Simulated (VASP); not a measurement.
Wanted: the native input for a VASP 6.6.1 run.

```
Task                   : single point
Functional             : LDA
Potentials or basis    : VASP PAW LDA potentials, release 64 (K_sv, Cl)
Cutoff                 : 520 eV
k mesh                 : 7 × 7 × 7
Occupations            : fermi-dirac, width 0.05 eV
Spin                   : no spin polarisation
Dipole correction      : no
Further INCAR settings : ALGO = Normal; EDIFF = 1e-06; NBANDS = 15
```

The structure of KCl (Sylvite) lies in POSCAR:

```
KCl
1.0
    0.0000000000      3.1464700000      3.1464700000
    3.1464700000      0.0000000000      3.1464700000
    3.1464700000      3.1464700000      0.0000000000
K Cl
1 1
Direct
    0.0000000000      0.0000000000      0.0000000000
    0.5000000000      0.5000000000      0.5000000000
```

These files were run (other wordings do the same):

INCAR

```
SYSTEM = KCl
  ALGO = Normal
  EDIFF = 1E-6
  ENCUT = 520
  GGA = CA
  ISIF = 2
  ISMEAR = -1
  LASPH = .True.
  LCHARG = .False.
  LREAL = .False.
  LWAVE = .False.
  NBANDS = 15
  NELM = 100
  PREC = Accurate
  SIGMA = 0.05
```

KPOINTS

```
k-points
0
Gamma
  7 7 7
  0 0 0
```

Potentials or basis: VASP PAW LDA potentials, release 64 (K_sv, Cl).

Command:

```bash
$ cat potpaw_LDA.64/K_sv/POTCAR potpaw_LDA.64/Cl/POTCAR > POTCAR
$ mpirun -np 1 vasp_std > vasp.out
```

It gave:

```json
{
  "Pressure": "-1.9 GPa",
  "Band gap on the k mesh": "4.75 eV, direct"
}
```

It took 31 s on 1 thread of AMD EPYC 7R13, with other jobs on the host, peak memory 0.14 GiB.
